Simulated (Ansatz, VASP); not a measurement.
## Ta4O: VASP beside Ansatz

```xyz
5
Lattice="3.2575 0.0000 0.0000 0.0000 3.2575 0.0000 0.0000 0.0000 7.4093" Properties=species:S:1:pos:R:3 pbc="T T T"
Ta    0.0000    0.0000    0.0000
Ta    1.6287    1.6287    1.6067
Ta    1.6287    1.6287    5.8027
Ta    0.0000    0.0000    3.7047
O     1.6287    1.6287    3.7047
```

Alike in both runs: functional PBEsol; k mesh 8 × 8 × 4; occupations fermi-dirac, width 0.05 eV; no spin polarisation; Hubbard terms Ta d U = 4.0 eV.

|  | VASP | Ansatz |
| --- | --- | --- |
| version | VASP 6.6.1 | Ansatz 0.2.0 |
| potentials or method | VASP PAW PBE potentials, release 64 (Ta_sv_GW, O) | Ansatz PAW |
| plane-wave cutoff (eV) | 600 | 420 |
| valence electrons in the cell | 58 | 58 |
| task | single point | band structure |

VASP gave:

```
gap on the k mesh at the Fermi level (eV)                     : none
pressure (GPa)                                                : 4.1
traceless stress, the component that is largest in VASP (GPa) : -1.50
rms of the force components (eV/Å)                            : 0.171
```

Question: Which values does Ansatz return?

Answer: gap on the k mesh at the Fermi level (eV): none; pressure (GPa): -4.1; traceless stress, the component that is largest in VASP (GPa): -3.33; rms of the force components (eV/Å): 0.204.

VASP's potentials were made for PBE, not for PBEsol. The programs project onto different local orbitals, so the same U acts differently, and such runs can settle in different states. Atom by atom the forces differ by 0.033 eV/Å (rms over components). A gap of «none» marks a metal or a gap that the smearing closes.

Neither program's run includes spin-orbit coupling.
